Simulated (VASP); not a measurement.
Wanted: the native input for a VASP 6.6.1 run.

| Item | Value |
| --- | --- |
| Task | single point |
| Functional | r2SCAN |
| Potentials or basis | VASP PAW PBE potentials, release 64 (Pt, Sb) |
| Cutoff | 520 eV |
| k mesh | 4 × 4 × 6 |
| Occupations | gaussian, width 0.1 eV |
| Spin | no spin polarisation |
| Dipole correction | no |
| Further INCAR settings | ALGO = Normal; EDIFF = 1e-07; NBANDS = 29 |

Sb2Pt:

```
Pt Sb
1.0
     5.31409    0.00000    0.00000
     0.00000    6.49795    0.00000
     0.00000    0.00000    4.13286
Pt Sb
2 4
Direct
  0.00000 0.00000 0.00000
  0.50000 0.50000 0.50000
  0.21532 0.37011 0.00000
  0.78468 0.62989 0.00000
  0.71532 0.12989 0.50000
  0.28468 0.87011 0.50000
```

One way to write it, as run:

POSCAR

```
Sb2Pt
1.0
    5.3140858772      0.0000000000      0.0000000000
    0.0000000000      6.4979455868      0.0000000000
    0.0000000000      0.0000000000      4.1328557765
Pt Sb
2 4
Direct
    0.0000000000      0.0000000000      0.0000000000
    0.5000000000      0.5000000000      0.5000000000
    0.2153200795      0.3701058610      0.0000000000
    0.7846799205      0.6298941390      0.0000000000
    0.7153200795      0.1298941390      0.5000000000
    0.2846799205      0.8701058610      0.5000000000
```

INCAR.step1

```
SYSTEM = Sb2Pt
PREC = Accurate
ENCUT = 520
ISMEAR = 0
SIGMA = 0.1
LREAL = .False.
LASPH = .True.
NELM = 100
NBANDS = 29
GGA = PE
ALGO = Normal
EDIFF = 1E-4
LWAVE = .True.
LCHARG = .False.
```

INCAR.step2

```
SYSTEM = Sb2Pt
PREC = Accurate
ENCUT = 520
EDIFF = 1E-7
ISMEAR = 0
SIGMA = 0.1
LREAL = .False.
LASPH = .True.
NELM = 100
ALGO = Normal
ISIF = 2
LWAVE = .False.
LCHARG = .True.
METAGGA = R2SCAN
LMIXTAU = .True.
LELF = .True.
LVHAR = .True.
NBANDS = 29
ISTART = 1
```

KPOINTS

```
regular mesh
0
Gamma
  4 4 6
  0 0 0
```

Potentials or basis: VASP PAW PBE potentials, release 64 (Pt, Sb).

The run is started by

```bash
$ cat potpaw_PBE.64/Pt/POTCAR potpaw_PBE.64/Sb/POTCAR > POTCAR
$ cp INCAR.step1 INCAR
$ mpirun -np 1 vasp_std > vasp.out
$ cp INCAR.step2 INCAR
$ mpirun -np 1 vasp_std > vasp.out
```

Results of the run:

| Quantity | Value |
| --- | --- |
| Pressure | 0.0 GPa |
| Largest force | 0.047 eV/Å |
| Band gap on the k mesh | zero (bands 20 and 21 overlap by 1.41 eV) |

Caveat: the PAW data sets were made with another functional, which shifts forces and pressure a little; spin-orbit coupling is left out, which moves the levels of the heavy elements.

Run time: 5.7 min on 1 thread of AMD EPYC 7R13 Processor (Zen 3) (shared host), peak memory 0.3 GiB.
